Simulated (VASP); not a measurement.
The system is Sb2S3.

```
Sb S
1.0
    11.31100    0.00000    0.00000
     0.00000    3.83890    0.00000
     0.00000    0.00000   11.22300
Sb S
8 12
Direct
  0.47061 0.25000 0.32595
  0.02939 0.75000 0.82595
  0.97061 0.25000 0.17405
  0.52939 0.75000 0.67405
  0.35059 0.75000 0.03602
  0.14941 0.25000 0.53602
  0.85059 0.75000 0.46398
  0.64941 0.25000 0.96398
  0.29214 0.25000 0.19181
  0.20786 0.75000 0.69181
  0.79214 0.25000 0.30819
  0.70786 0.75000 0.80819
  0.54980 0.75000 0.12300
  0.95020 0.25000 0.62300
  0.04980 0.75000 0.37700
  0.45020 0.25000 0.87700
  0.37510 0.75000 0.43890
  0.12490 0.25000 0.93890
  0.87510 0.75000 0.06110
  0.62490 0.25000 0.56110
```

```yaml
Program: VASP 6.6.1
Task: relaxation of cell and atoms
Functional: PBEsol
Potentials_or_basis: VASP PAW PBE potentials, release 64 (Sb, S)
Cutoff: 600 eV
k_mesh: 4 × 8 × 4
Occupations: gaussian, width 0.03 eV
Spin: no spin polarisation
```

At the start: pressure -0.3 GPa; volume 24.37 Å³/atom.

Problem. Where does the relaxation end?

Solution. Over 15 steps the energy falls by 5.4 meV/atom and the volume is 23.59 Å³/atom (-3.2 %); space group Pnma (No. 62, to 0.1 Å) before and after.

Step by step:
| step | energy change (eV) | largest force (eV/Å) | pressure (GPa) | volume (Å³) |
| --- | --- | --- | --- | --- |
| 1 | 0.0000 | 0.2717 | -0.32 | 487.32 |
| 2 | -0.0489 | 0.1533 | -0.30 | 483.86 |
| 3 | -0.0594 | 0.1583 | -0.25 | 481.32 |
| 4 | -0.0800 | 0.1252 | 0.11 | 476.82 |
| 5 | -0.0827 | 0.1729 | 0.31 | 474.48 |
| 6 | -0.0958 | 0.1301 | -0.19 | 474.88 |
| 7 | -0.0960 | 0.1329 | -0.26 | 474.94 |
| 8 | -0.1049 | 0.0590 | 0.00 | 471.95 |
| 9 | -0.1050 | 0.0605 | 0.04 | 471.56 |
| 10 | -0.1067 | 0.0418 | 0.00 | 471.70 |
| 11 | -0.1074 | 0.0306 | -0.03 | 471.85 |
| 12 | -0.1080 | 0.0223 | 0.06 | 471.39 |
| 13 | -0.1080 | 0.0248 | 0.07 | 471.32 |
| 14 | -0.1083 | 0.0113 | 0.01 | 471.64 |
| 15 | -0.1084 | 0.0080 | -0.02 | 471.83 |

Final structure:
```
CELL_PARAMETERS angstrom
11.28453 0.00000 0.00000
0.00000 3.82962 0.00000
0.00000 0.00000 10.91818
ATOMIC_POSITIONS crystal
Sb 0.47545 0.25000 0.32591
Sb 0.02455 0.75000 0.82591
Sb 0.97545 0.25000 0.17409
Sb 0.52455 0.75000 0.67409
Sb 0.34725 0.75000 0.03232
Sb 0.15275 0.25000 0.53232
Sb 0.84725 0.75000 0.46768
Sb 0.65275 0.25000 0.96768
S 0.29022 0.25000 0.19145
S 0.20978 0.75000 0.69145
S 0.79022 0.25000 0.30855
S 0.70978 0.75000 0.80855
S 0.54852 0.75000 0.12699
S 0.95148 0.25000 0.62699
S 0.04852 0.75000 0.37301
S 0.45148 0.25000 0.87301
S 0.37405 0.75000 0.44244
S 0.12595 0.25000 0.94244
S 0.87405 0.75000 0.05756
S 0.62595 0.25000 0.55756
```

Caveat: the PAW data sets were made with another functional, which shifts forces and pressure a little.
